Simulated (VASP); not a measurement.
# BeS (F-43m) in VASP: notebook

The runs below take BeS through single point, with PBE+D4, RPBE, revPBE.

All numbers are computed with VASP 6.6.1; they aren't measurements. Logs are shortened: lines on timing, memory, paths and dates and some standing lists are left out, and cuts for length are marked.

### 1 The cell of the first run

The structure is cubic, space group F-43m (No. 216). Conventional cell: a = 4.891 Å, b = 4.891 Å, c = 4.891 Å, α = 90.00°, β = 90.00°, γ = 90.00°. Be (site symmetry -43m) has 4 S at 2.12 Å within 2.8 Å. Within 2.8 Å of S (site symmetry -43m) lie 4 Be at 2.12 Å.

### 2 Single point, PBE+D4 (volume scaled by 1.04)

The input, INCAR:

```
PREC     = Accurate       # precision mode
ENCUT    = 600            # plane-wave cutoff, eV
EDIFF    = 1E-6           # SCF threshold, eV
ISMEAR   = 0              # smearing method
SIGMA    = 0.05           # smearing width, eV
LREAL    = F              # projectors in reciprocal space
LASPH    = T              # aspherical terms in the spheres
NELM     = 120            # most SCF steps
ALGO     = Normal         # electronic algorithm
ISIF     = 2              # what is computed and relaxed
LWAVE    = F              # write WAVECAR
LCHARG   = T              # write CHGCAR
GGA      = PE             # functional
IVDW     = 13             # dispersion correction
LELF     = T              # ELF
LVHAR    = T            
NBANDS   = 11             # bands
GGA_COMPAT= F
```

The input, KPOINTS:

```
regular mesh
0
Gamma
  8 8 8
```

The input, POSCAR:

```
BeS
1.0
    0.0000000000      2.4456433002      2.4456433002
    2.4456433002      0.0000000000      2.4456433002
    2.4456433002      2.4456433002      0.0000000000
Be S
1 1
Direct
    0.0000000000      0.0000000000      0.0000000000
    0.7500000000      0.7500000000      0.7500000000
```

Potentials or basis: VASP PAW PBE potentials, release 64 (Be, S).

On the command line:

```sh
> cat potpaw_PBE.64/Be/POTCAR potpaw_PBE.64/S/POTCAR > POTCAR
> mpirun -np 1 vasp_std > vasp.out
```

OUTCAR:

```text
PREC = Accurate
   ENCUT = 600
   EDIFF = 1E-6
   ISMEAR = 0
   LREAL = F
   LASPH = T
   NELM = 120
   ISIF = 2
   GGA = PE
   IVDW = 13

 ion  position               nearest neighbor table
   1  0.000  0.000  0.000-   2 2.12   2 2.12   2 2.12   2 2.12
   2  0.750  0.750  0.750-   1 2.12   1 2.12   1 2.12   1 2.12

  LATTYP: Found a face centered cubic cell.
 ALAT       =     4.8912866004

  Lattice vectors:

 A1 = (   0.0000000000,   2.4456433002,   2.4456433002)
 A2 = (   2.4456433002,   0.0000000000,   2.4456433002)
 A3 = (   2.4456433002,   2.4456433002,   0.0000000000)

Analysis of symmetry for initial positions (statically):
=====================================================================
 Subroutine PRICEL returns:
 Original cell was already a primitive cell.

 Routine SETGRP: Setting up the symmetry group for a
 face centered cubic supercell.

 Subroutine GETGRP returns: Found 24 space group operations
 (whereof 24 operations were pure point group operations)
 out of a pool of 48 trial point group operations.

The static configuration has the point symmetry T_d .

Analysis of symmetry for dynamics (positions and initial velocities):
=====================================================================
 Subroutine PRICEL returns:
 Original cell was already a primitive cell.

 Routine SETGRP: Setting up the symmetry group for a
 face centered cubic supercell.

 Subroutine GETGRP returns: Found 24 space group operations
 (whereof 24 operations were pure point group operations)
 out of a pool of 48 trial point group operations.

The dynamic configuration has the point symmetry T_d .

 Subroutine INISYM returns: Found 24 space group operations
 (whereof 24 operations are pure point group operations),
 and found     1 'primitive' translations

----------------------------------------------------------------------------------------

                                     Primitive cell

  volume of cell :      29.2556

  direct lattice vectors                    reciprocal lattice vectors
     0.000000000  2.445643300  2.445643300    -0.204445186  0.204445186  0.204445186
     2.445643300  0.000000000  2.445643300     0.204445186 -0.204445186  0.204445186
     2.445643300  2.445643300  0.000000000     0.204445186  0.204445186 -0.204445186

  length of vectors
     3.458661924  3.458661924  3.458661924     0.354109450  0.354109450  0.354109450

  position of ions in fractional coordinates (direct lattice)
     0.000000000  0.000000000  0.000000000
     0.750000000  0.750000000  0.750000000

  ion indices of the primitive-cell ions
   primitive index   ion index
                 1           1
                 2           2

----------------------------------------------------------------------------------------

 KPOINTS: regular mesh

Automatic generation of k-mesh.
 Grid dimensions read from file:
 generate k-points for:    8    8    8

 Generating k-lattice:

  Cartesian coordinates                     Fractional coordinates (reciprocal lattice)
    -0.025555648  0.025555648  0.025555648     0.125000000  0.000000000  0.000000000
     0.025555648 -0.025555648  0.025555648     0.000000000  0.125000000  0.000000000
     0.025555648  0.025555648 -0.025555648     0.000000000  0.000000000  0.125000000

  Length of vectors
     0.044263681  0.044263681  0.044263681

  Shift w.r.t. Gamma in fractional coordinates (k-lattice)
     0.000000000  0.000000000  0.000000000

 Subroutine IBZKPT returns following result:
 ===========================================

 Found     29 irreducible k-points:

 Following reciprocal coordinates:
            Coordinates               Weight
  0.000000  0.000000  0.000000      1.000000
  0.125000  0.000000  0.000000      8.000000
  0.250000  0.000000  0.000000      8.000000
  0.375000  0.000000  0.000000      8.000000
  0.500000  0.000000  0.000000      4.000000
  0.125000  0.125000  0.000000      6.000000
[... 16 lines left out ...]
  0.500000  0.250000  0.125000     48.000000
 -0.375000  0.250000  0.125000     24.000000
 [... further k-points ...]
   k-points           NKPTS =     29   k-points in BZ     NKDIM =     29   number of bands    NBANDS=     11
   number of dos      NEDOS =    301   number of ions     NIONS =      2
   total plane-waves  NPLWV =  21952
   dimension x,y,z NGX =    28 NGY =   28 NGZ =   28
   dimension x,y,z NGXF=    56 NGYF=   56 NGZF=   56
   ions per type =               1   1
   NGX,Y,Z   is equivalent  to a cutoff of  13.46, 13.46, 13.46 a.u.
   NGXF,Y,Z  is equivalent  to a cutoff of  26.92, 26.92, 26.92 a.u.
 SYSTEM =  unknown system
   PREC   = accura    normal or accurate (medium, high low for compatibility)
   ISTART =      0    job   : 0-new  1-cont  2-samecut
   ICHARG =      2    charge: 1-file 2-atom 10-const
   ISPIN  =      1    spin polarized calculation?
   LNONCOLLINEAR =      F non collinear calculations
   LSORBIT =      F    spin-orbit coupling
   LASPH  =      T    aspherical Exc in radial PAW
   ENCUT  =  600.0 eV  44.10 Ry    6.64 a.u.   6.91  6.91  6.91*2*pi/ulx,y,z
   NELM   =    120;   NELMIN=  2; NELMDL= -5     # of ELM steps
   EDIFF  = 0.1E-05   stopping-criterion for ELM
   LREAL  =      F    real-space projection
   EDIFFG = 0.1E-04   stopping-criterion for IOM
   NSW    =      0    number of steps for IOM
   IBRION =     -1    ionic relax: 0-MD 1-quasi-New 2-CG
   NFREE  =      0    steps in history (QN), initial steepest desc. (CG)
   ISIF   =      2    stress and relaxation
   ISYM   =      2    0-nonsym 1-usesym 2-fastsym
   POTIM  = 0.5000    time-step for ionic-motion
   TEBEG  =    0.0;   TEEND  =   0.0 temperature during run
   PSTRESS=    0.0 pullay stress
   NELECT =       8.0000    total number of electrons
   NUPDOWN=      -1.0000    fix difference up-down
   EMIN   =  10.00;   EMAX   =-10.00  energy-range for DOS
   EFERMI =   0.00;   METHOD = LEGACY
   ISMEAR =     0;   SIGMA  =   0.05  broadening in eV -4-tet -1-fermi 0-gaus
   EFERMI_NEDOS =   21; number of points for ismear=-14 and -15
   IALGO  =     38    algorithm
   IMIX   =      4    mixing-type and parameters
     AMIX     =   0.40;   BMIX     =  1.00
     AMIX_MAG =   1.60;   BMIX_MAG =  1.00
  volume/ion in A,a.u.               =      14.63        98.71
  Fermi-wavevector in a.u.,A,eV,Ry     =   1.062596  2.008016 15.362492  1.129111
  Thomas-Fermi vector in A             =   2.198053
   LORBIT       =      0    0 simple, 1 ext, 2 COOP (PROOUT), +10 PAW based schemes
   GGA     = PE    functional components
   LHFCALC =     F    Hartree Fock is set to
   AEXX    =    0.0000 exact exchange contribution
   IVDW    =    13    specifies the selected vdW correction
   LEPSILON=     F    determine dielectric tensor
   LRPA    =     F    only Hartree local field effects (RPA)
 non-spin polarized calculation
 Gauss-broadening in eV      SIGMA  =   0.05
  energy-cutoff  :      600.00
  volume of cell :       29.26
 maximum number of plane-waves:       992
   NGX = 13   NGY = 13   NGZ = 13

 number of electron       7.9999999 magnetization

 Free energy of the ion-electron system (eV)
  ---------------------------------------------------
  ext. energy  EPLUGINS =         0.00000000
  ---------------------------------------------------
  free energy    TOTEN  =       -10.01290550 eV

  energy without entropy =      -10.01290550  energy(sigma->0) =      -10.01290550

 E-fermi :   4.1788     XC(G=0):  -9.6258

 val. band max:        3.9148571196   @ k =   0.0000   0.0000   0.0000
 cond. band min:       7.0813351398   @ k =   0.5000   0.5000   0.0000
 fundamental gap:      3.1664780202
 Fermi energy:         4.1787983443

 k-point     1 :       0.0000    0.0000    0.0000
  band No.  band energies     occupation
      1      -9.6092      2.00000
      2       3.9149      2.00000
      3       3.9149      2.00000
      4       3.9149      2.00000
      5       9.5874      0.00000
      6       9.5937      0.00000
      7       9.5937      0.00000
      8       9.5937      0.00000
      9      16.6783      0.00000
     10      16.6783      0.00000
     11      18.5905      0.00000

 k-point     2 :       0.1250    0.0000    0.0000
  band No.  band energies     occupation
      1      -9.4379      2.00000
      2       2.7430      2.00000
      3       3.7236      2.00000
      4       3.7236      2.00000
      5       9.4583      0.00000
      6       9.9385      0.00000
      7       9.9385      0.00000
      8      10.9083      0.00000
      9      16.0034      0.00000
     10      16.0034      0.00000
     11      18.4908      0.00000

 k-point     3 :       0.2500    0.0000    0.0000
  band No.  band energies     occupation
      1      -8.9674      2.00000
      2       0.6936      2.00000
      3       3.3400      2.00000
      4       3.3400      2.00000
      5       9.3937      0.00000
      6      10.4726      0.00000
      7      10.4726      0.00000
      8      12.9964      0.00000
      9      15.7639      0.00000
     10      15.7639      0.00000
     11      18.0507      0.00000

 k-point     4 :       0.3750    0.0000    0.0000
  band No.  band energies     occupation
      1      -8.3740      2.00000
      2      -1.0141      2.00000
      3       3.0290      2.00000
      4       3.0290      2.00000
      5       9.3292      0.00000
      6      10.5500      0.00000
      7      10.5500      0.00000
      8      14.5433      0.00000
      9      17.0767      0.00000
     10      17.0767      0.00000
     11      18.1549      0.00000
[... 239 lines left out ...]
 k-point    22 :       0.3750    0.2500    0.1250
  band No.  band energies     occupation
      1      -8.5841      2.00000
      2       0.4592      2.00000
      3       1.8425      2.00000
      4       2.8333      2.00000
      5       9.4365      0.00000
      6      11.1316      0.00000
      7      11.3784      0.00000
      8      12.3965      0.00000
      9      15.4042      0.00000
     10      18.2032      0.00000
     11      19.6832      0.00000

 k-point    23 :       0.5000    0.2500    0.1250
  band No.  band energies     occupation
      1      -8.0638      2.00000
      2      -0.6585      2.00000
      3       1.3154      2.00000
      4       2.3787      2.00000
      5       9.9052      0.00000
      6      10.6981      0.00000
      7      12.2837      0.00000
      8      13.1220      0.00000
      9      16.4183      0.00000
     10      18.1594      0.00000
     11      20.1912      0.00000

 k-point    24 :      -0.3750    0.2500    0.1250
  band No.  band energies     occupation
      1      -7.8046      2.00000
      2      -1.1898      2.00000
      3       1.2192      2.00000
      4       2.1423      2.00000
      5      10.0254      0.00000
      6      10.4405      0.00000
      7      12.9355      0.00000
      8      14.3148      0.00000
      9      15.2691      0.00000
     10      19.0866      0.00000
     11      19.6924      0.00000

 [... further k-points ...]

------------------------ aborting loop because EDIFF is reached ----------------------------------------

  DFT-D4 for vdW energy calculation

  Edisp (eV):   -0.51369

  FORCE on cell =-STRESS in cart. coord.  units (eV):
  Direction    XX          YY          ZZ          XY          YZ          ZX
  --------------------------------------------------------------------------------------
  -------------------------------------------------------------------------------------
  Total      -0.65225    -0.65225    -0.65225    -0.00000    -0.00000    -0.00000
  in kB     -35.72057   -35.72057   -35.72057    -0.00000    -0.00000    -0.00000
  external pressure =      -35.72 kB  Pullay stress =        0.00 kB

 VOLUME and BASIS-vectors are now :
 -----------------------------------------------------------------------------
  energy-cutoff  :      600.00
  volume of cell :       29.26
      direct lattice vectors                 reciprocal lattice vectors
     0.000000000  2.445643300  2.445643300    -0.204445186  0.204445186  0.204445186
     2.445643300  0.000000000  2.445643300     0.204445186 -0.204445186  0.204445186
     2.445643300  2.445643300  0.000000000     0.204445186  0.204445186 -0.204445186

 POSITION                                       TOTAL-FORCE (eV/Angst)
 -----------------------------------------------------------------------------------
      0.00000      0.00000      0.00000         0.000000      0.000000      0.000000
      3.66846      3.66846      3.66846        -0.000000     -0.000000     -0.000000
 -----------------------------------------------------------------------------------
    total drift:                                0.000000      0.000000      0.000000

  FREE ENERGIE OF THE ION-ELECTRON SYSTEM (eV)
  ---------------------------------------------------
  free  energy   TOTEN  =       -10.5265944480 eV

  energy  without entropy=      -10.5265944480  energy(sigma->0) =      -10.52659445
```

Wall time 9 s (1 thread of AMD EPYC 7R13 (Zen 3), shared host); peak memory 0.12 GiB.

What came out:

| Quantity | Value |
| --- | --- |
| Free energy | -10.5266 eV |
| Pressure | -3.6 GPa |
| Band gap on the k mesh | 3.17 eV, indirect (least direct gap 5.67 eV) |
| Dispersion energy per atom | -0.257 eV |

Levels at points of the mesh, in eV from the valence-band top:
```tsv
k point	band 1	band 2	band 3	band 4	band 5	band 6	band 7	band 8	band 9
(0.00, 0.00, 0.00)	-13.52	0.00	0.00	0.00	5.67	5.68	5.68	5.68	12.76
(0.50, 0.00, 0.00)	-11.98	-5.63	-1.00	-1.00	5.39	6.57	6.57	11.09	14.82
(0.50, 0.50, 0.00)	-11.46	-4.89	-2.55	-2.55	3.17	4.94	12.58	12.58	15.23
```

(Part 1 of 2 ends here.)
